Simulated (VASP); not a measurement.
# MgS (R3m) in VASP: single point with PBE

Aim: the single point of MgS with PBE.

Everything below comes from runs of VASP 6.6.1. Logs are shortened: lines on timing, memory, paths and dates and some standing lists are left out, and cuts for length are marked.

**1. The cell of the first run**

It takes space group R3m (No. 160, trigonal). Conventional cell: a = 4.079 Å, b = 4.079 Å, c = 19.982 Å, α = 90.00°, β = 90.00°, γ = 120.00°. Within 3.3 Å of Mg (site symmetry 3m) lie 4 S at 2.48 to 2.60 Å. Mg (site symmetry 3m) has 4 S at 2.40 to 2.51 Å within 3.2 Å. S (site symmetry 3m) has 4 Mg at 2.40 to 2.48 Å within 3.2 Å. Within 3.3 Å of S (site symmetry 3m) lie 4 Mg at 2.51 to 2.60 Å.

**2. Single point, PBE (atoms displaced along a vibrational mode, the cell strained)**

Input file INCAR:

```
SYSTEM = MgS
PREC     = Accurate       ! precision mode
ENCUT    = 520            ! plane-wave cutoff, eV
EDIFF    = 1E-6           ! SCF threshold, eV
ISMEAR   = 0              ! smearing method
SIGMA    = 0.05           ! smearing width, eV
LREAL    = .FALSE.        ! projectors in reciprocal space
LASPH    = .TRUE.         ! aspherical terms in the spheres
NELM     = 100            ! most SCF steps
ALGO     = Normal         ! electronic algorithm
ISIF     = 2              ! what is computed and relaxed
LWAVE    = .FALSE.        ! write WAVECAR
LCHARG   = .TRUE.         ! write CHGCAR
GGA      = PE             ! functional
LELF     = .TRUE.         ! ELF
LVHAR    = .TRUE.       
NBANDS   = 16             ! bands
ISYM     = 0
```

Input file KPOINTS:

```
regular mesh
0
G
  9 9 8
  0 0 0
```

Input file POSCAR:

```
MgS
1.0
    0.0000000000     -2.8841979024     -2.8841979024
   -2.8841979024      0.0000000000     -2.8841979024
    2.8841979024      2.8841979024     -5.7683958049
Mg S
2 2
Direct
    0.0035466883      0.0035466883     -0.0106406621
    0.4964533117      0.4964533117      0.5106406621
    0.3765398852      0.3765398852      0.8703808379
    0.8734601148      0.8734601148      0.3796191621
```

Potentials or basis: VASP PAW PBE potentials, release 64 (Mg, S).

Command:

```bash
$ cat potpaw_PBE.64/Mg/POTCAR potpaw_PBE.64/S/POTCAR > POTCAR
$ mpirun -np 1 vasp_std > vasp.out
```

OUTCAR:

```text
SYSTEM = MgS
   PREC = Accurate
   ENCUT = 520
   EDIFF = 1E-6
   ISMEAR = 0
   LREAL = .FALSE.
   LASPH = .TRUE.
   NELM = 100
   ISIF = 2
   GGA = PE
   ISYM = 0

 ion  position               nearest neighbor table
   1  0.004  0.004  0.989-   3 2.48   3 2.48   3 2.48   4 2.60
   2  0.496  0.496  0.511-   3 2.40   4 2.51   4 2.51   4 2.51
   3  0.377  0.377  0.870-   2 2.40   1 2.48   1 2.48   1 2.48
   4  0.873  0.873  0.380-   2 2.51   2 2.51   2 2.51   1 2.60

IMPORTANT INFORMATION: All symmetrisations will be switched off!
NOSYMM: (Re-)initialisation of all symmetry stuff for point group C_1.

----------------------------------------------------------------------------------------

                                     Primitive cell

  volume of cell :      95.9699

  direct lattice vectors                    reciprocal lattice vectors
     0.000000000 -2.884197902 -2.884197902     0.086679212 -0.260037635 -0.086679212
    -2.884197902  0.000000000 -2.884197902    -0.260037635  0.086679212 -0.086679212
     2.884197902  2.884197902 -5.768395805     0.086679212  0.086679212 -0.086679212

  length of vectors
     4.078871790  4.078871790  7.064813178     0.287482422  0.287482422  0.150132798

  position of ions in fractional coordinates (direct lattice)
     0.003546688  0.003546688  0.989359338
     0.496453312  0.496453312  0.510640662
     0.376539885  0.376539885  0.870380838
     0.873460115  0.873460115  0.379619162

  ion indices of the primitive-cell ions
   primitive index   ion index
                 1           1
                 2           2
                 3           3
                 4           4

----------------------------------------------------------------------------------------

 KPOINTS: regular mesh

Automatic generation of k-mesh.
 Grid dimensions read from file:
 generate k-points for:    9    9    8

 Generating k-lattice:

  Cartesian coordinates                     Fractional coordinates (reciprocal lattice)
     0.009631024 -0.028893071 -0.009631024     0.111111111  0.000000000  0.000000000
    -0.028893071  0.009631024 -0.009631024     0.000000000  0.111111111  0.000000000
     0.010834901  0.010834901 -0.010834901     0.000000000  0.000000000  0.125000000

  Length of vectors
     0.031942491  0.031942491  0.018766600

  Shift w.r.t. Gamma in fractional coordinates (k-lattice)
     0.000000000  0.000000000  0.000000000

 -----------------------------------------------------------------------------
|                                                                             |
|           W    W    AA    RRRRR   N    N  II  N    N   GGGG   !!!           |
|           W    W   A  A   R    R  NN   N  II  NN   N  G    G  !!!           |
|           W    W  A    A  R    R  N N  N  II  N N  N  G       !!!           |
|           W WW W  AAAAAA  RRRRR   N  N N  II  N  N N  G  GGG   !            |
|           WW  WW  A    A  R   R   N   NN  II  N   NN  G    G                |
|           W    W  A    A  R    R  N    N  II  N    N   GGGG   !!!           |
|                                                                             |
|     Your reciprocal lattice and k-lattice belong to different lattice       |
|     classes:                                                                |
|                                                                             |
|        The reciprocal lattice is rhombohedral (trigonal),                   |
|        whereas your k-lattice is base-centered monoclinic.                  |
|                                                                             |
|     Results are often still useful ...                                      |
|                                                                             |
 -----------------------------------------------------------------------------

 WARNING: IBZKPT: internal override: KBLOWUP is changed to .FALSE.
      ... skipping the blow-up phase ...

 Subroutine IBZKPT returns following result:
 ===========================================

 Found    325 irreducible k-points:

 Following reciprocal coordinates:
            Coordinates               Weight
  0.000000  0.000000  0.000000      1.000000
  0.111111  0.000000  0.000000      2.000000
  0.222222  0.000000  0.000000      2.000000
  0.333333  0.000000  0.000000      2.000000
  0.444444  0.000000  0.000000      2.000000
  0.000000  0.111111  0.000000      2.000000
[... 16 lines left out ...]
 -0.111111  0.222222  0.000000      2.000000
  0.000000  0.333333  0.000000      2.000000
 [... further k-points ...]
   k-points           NKPTS =    325   k-points in BZ     NKDIM =    325   number of bands    NBANDS=     16
   number of dos      NEDOS =    301   number of ions     NIONS =      4
   total plane-waves  NPLWV =  48600
   dimension x,y,z NGX =    30 NGY =   30 NGZ =   54
   dimension x,y,z NGXF=    60 NGYF=   60 NGZF=  108
   ions per type =               2   2
   NGX,Y,Z   is equivalent  to a cutoff of  12.23, 12.23, 12.71 a.u.
   NGXF,Y,Z  is equivalent  to a cutoff of  24.45, 24.45, 25.41 a.u.
 SYSTEM =  MgS
   PREC   = accura    normal or accurate (medium, high low for compatibility)
   ISTART =      0    job   : 0-new  1-cont  2-samecut
   ICHARG =      2    charge: 1-file 2-atom 10-const
   ISPIN  =      1    spin polarized calculation?
   LNONCOLLINEAR =      F non collinear calculations
   LSORBIT =      F    spin-orbit coupling
   LASPH  =      T    aspherical Exc in radial PAW
   ENCUT  =  520.0 eV  38.22 Ry    6.18 a.u.   7.58  7.58 13.14*2*pi/ulx,y,z
   NELM   =    100;   NELMIN=  2; NELMDL= -5     # of ELM steps
   EDIFF  = 0.1E-05   stopping-criterion for ELM
   LREAL  =      F    real-space projection
   EDIFFG = 0.1E-04   stopping-criterion for IOM
   NSW    =      0    number of steps for IOM
   IBRION =     -1    ionic relax: 0-MD 1-quasi-New 2-CG
   NFREE  =      0    steps in history (QN), initial steepest desc. (CG)
   ISIF   =      2    stress and relaxation
   ISYM   =      0    0-nonsym 1-usesym 2-fastsym
   POTIM  = 0.5000    time-step for ionic-motion
   TEBEG  =    0.0;   TEEND  =   0.0 temperature during run
   PSTRESS=    0.0 pullay stress
   NELECT =      16.0000    total number of electrons
   NUPDOWN=      -1.0000    fix difference up-down
   EMIN   =  10.00;   EMAX   =-10.00  energy-range for DOS
   EFERMI =   0.00;   METHOD = LEGACY
   ISMEAR =     0;   SIGMA  =   0.05  broadening in eV -4-tet -1-fermi 0-gaus
   EFERMI_NEDOS =   21; number of points for ismear=-14 and -15
   IALGO  =     38    algorithm
   IMIX   =      4    mixing-type and parameters
     AMIX     =   0.40;   BMIX     =  1.00
     AMIX_MAG =   1.60;   BMIX_MAG =  1.00
  volume/ion in A,a.u.               =      23.99       161.91
  Fermi-wavevector in a.u.,A,eV,Ry     =   0.901024  1.702689 11.045816  0.811845
  Thomas-Fermi vector in A             =   2.024054
   LORBIT       =      0    0 simple, 1 ext, 2 COOP (PROOUT), +10 PAW based schemes
   GGA     = PE    functional components
   LHFCALC =     F    Hartree Fock is set to
   AEXX    =    0.0000 exact exchange contribution
   IVDW    =     0    specifies the selected vdW correction
   LEPSILON=     F    determine dielectric tensor
   LRPA    =     F    only Hartree local field effects (RPA)
 non-spin polarized calculation
 Gauss-broadening in eV      SIGMA  =   0.05
  energy-cutoff  :      520.00
  volume of cell :       95.97
 maximum number of plane-waves:      2610
   NGX = 15   NGY = 15   NGZ = 27

 number of electron      15.9999999 magnetization

 Free energy of the ion-electron system (eV)
  ---------------------------------------------------
  ext. energy  EPLUGINS =         0.00000000
  ---------------------------------------------------
  free energy    TOTEN  =       -16.86665333 eV

  energy without entropy =      -16.86665333  energy(sigma->0) =      -16.86665333

 E-fermi :   1.0781     XC(G=0):  -8.1757

 val. band max:        0.8750830802   @ k =   0.0000   0.0000   0.0000
 cond. band min:       3.8811610092   @ k =   0.0000   0.0000   0.0000
 fundamental gap:      3.0060779290
 Fermi energy:         1.0781050059

 k-point     1 :       0.0000    0.0000    0.0000
  band No.  band energies     occupation
      1     -10.4714      2.00000
      2      -9.6730      2.00000
      3      -2.2367      2.00000
      4       0.2539      2.00000
      5       0.2539      2.00000
      6       0.7380      2.00000
[... 8 lines left out ...]
     15       8.6010      0.00000
     16       9.1318      0.00000

 k-point     2 :       0.1111    0.0000    0.0000
  band No.  band energies     occupation
      1     -10.4179      2.00000
      2      -9.6422      2.00000
      3      -2.1395      2.00000
      4      -0.1099      2.00000
      5       0.1920      2.00000
      6       0.4550      2.00000
[... 8 lines left out ...]
     15       8.7939      0.00000
     16       9.4435      0.00000

 k-point     3 :       0.2222    0.0000    0.0000
  band No.  band energies     occupation
      1     -10.2747      2.00000
      2      -9.5643      2.00000
      3      -1.8682      2.00000
      4      -0.8508      2.00000
      5      -0.3230      2.00000
      6       0.0450      2.00000
[... 8 lines left out ...]
     15       9.2824      0.00000
     16       9.3130      0.00000

 k-point     4 :       0.3333    0.0000    0.0000
  band No.  band energies     occupation
      1     -10.0939      2.00000
      2      -9.4777      2.00000
      3      -1.6481      2.00000
      4      -1.3900      2.00000
      5      -0.9534      2.00000
      6      -0.1075      2.00000
[... 8 lines left out ...]
     15       9.4261      0.00000
     16      10.0424      0.00000
[... 324 lines left out ...]
 k-point    22 :      -0.2222    0.2222    0.0000
  band No.  band energies     occupation
      1     -10.0220      2.00000
      2      -9.4232      2.00000
      3      -1.6464      2.00000
      4      -1.4115      2.00000
      5      -0.9107      2.00000
      6      -0.6280      2.00000
[... 8 lines left out ...]
     15       9.2161      0.00000
     16       9.3323      0.00000

 k-point    23 :      -0.1111    0.2222    0.0000
  band No.  band energies     occupation
      1     -10.1625      2.00000
      2      -9.4961      2.00000
      3      -1.6842      2.00000
      4      -1.2404      2.00000
      5      -0.7097      2.00000
      6      -0.2208      2.00000
[... 8 lines left out ...]
     15       9.1960      0.00000
     16       9.8514      0.00000

 k-point    24 :       0.0000    0.3333    0.0000
  band No.  band energies     occupation
      1     -10.0939      2.00000
      2      -9.4777      2.00000
      3      -1.6481      2.00000
      4      -1.3900      2.00000
      5      -0.9534      2.00000
      6      -0.1075      2.00000
[... 8 lines left out ...]
     15       9.4261      0.00000
     16      10.0424      0.00000

 [... further k-points ...]

------------------------ aborting loop because EDIFF is reached ----------------------------------------

  FORCE on cell =-STRESS in cart. coord.  units (eV):
  Direction    XX          YY          ZZ          XY          YZ          ZX
  --------------------------------------------------------------------------------------
  -------------------------------------------------------------------------------------
  Total       -1.0922950     -1.0922946     -1.0922849      0.1114650     -0.1114846     -0.1114847
  in kB      -18.2354022    -18.2353965    -18.2352352      1.8608604     -1.8611888     -1.8611894
  external PRESSURE =     -18.2353447 kB  Pullay stress =       0.0000000 kB

 VOLUME and BASIS-vectors are now :
 -----------------------------------------------------------------------------
  energy-cutoff  :      520.00
  volume of cell :       95.97
      direct lattice vectors                 reciprocal lattice vectors
     0.000000000 -2.884197902 -2.884197902     0.086679212 -0.260037635 -0.086679212
    -2.884197902  0.000000000 -2.884197902    -0.260037635  0.086679212 -0.086679212
     2.884197902  2.884197902 -5.768395805     0.086679212  0.086679212 -0.086679212

 POSITION                                       TOTAL-FORCE (eV/Angst)
 -----------------------------------------------------------------------------------
      2.84328      2.84328     -5.72747         0.307866      0.307867     -0.307879
      0.04092      0.04092     -5.80932        -0.422688     -0.422688      0.422701
      1.42434      1.42434     -7.19273         0.257705      0.257704     -0.257826
     -1.42434     -1.42434     -7.22826        -0.142883     -0.142883      0.143003
 -----------------------------------------------------------------------------------
    total drift:                                0.000037      0.000036     -0.000043

  FREE ENERGIE OF THE ION-ELECTRON SYSTEM (eV)
  ---------------------------------------------------
  free  energy   TOTEN  =       -16.8666533268 eV

  energy  without entropy=      -16.8666533268  energy(sigma->0) =      -16.86665333
```

Run time: 7.7 min. Hardware: 1 thread of Intel Xeon 8259CL, shared host; peak memory 0.56 GiB.

What came out:

| Property | Result |
| --- | --- |
| Free energy | -16.8667 eV |
| Pressure | -1.8 GPa |
| Largest force | 0.732 eV/Å |
| Band gap on the k mesh | 3.01 eV |

Forces on the atoms (eV/Å):
```
Mg   0.308  0.308 -0.308
Mg  -0.423 -0.423  0.423
S    0.258  0.258 -0.258
S   -0.143 -0.143  0.143
```

Stress tensor (GPa, compression positive):
```
-1.82  0.19 -0.19
 0.19 -1.82 -0.19
-0.19 -0.19 -1.82
```

Caveat: the cell differs from its parent crystal (atoms displaced along a vibrational mode, the cell strained). A k mesh can miss the band edges.
